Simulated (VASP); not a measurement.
Input of a VASP 6.6.1 run:

The input INCAR:

```
PREC = Accurate
ENCUT = 520
EDIFF = 1E-6
ISMEAR = -1
SIGMA = 0.05
LREAL = False
LASPH = True
NELM = 80
ALGO = Normal
ISIF = 2
LWAVE = False
LCHARG = False
GGA = PE
NBANDS = 8
```

The input KPOINTS:

```
regular mesh
0
Gamma
  18 18 18
```

Contents of POSCAR:

```
P
1.0
   -1.4649613137      1.4649613137      1.4649613137
    1.4649613137     -1.4649613137      1.4649613137
    1.4649613137      1.4649613137     -1.4649613137
P
1
Direct
    0.0000000000      0.0000000000      0.0000000000
```

Potentials or basis: VASP PAW PBE potentials, release 64 (P).

Launch:

```console
$ cat potpaw_PBE.64/P/POTCAR > POTCAR
$ mpirun -np 1 vasp_std > vasp.out
```

Question: Estimate the pressure.

Answer: 14.5 GPa.
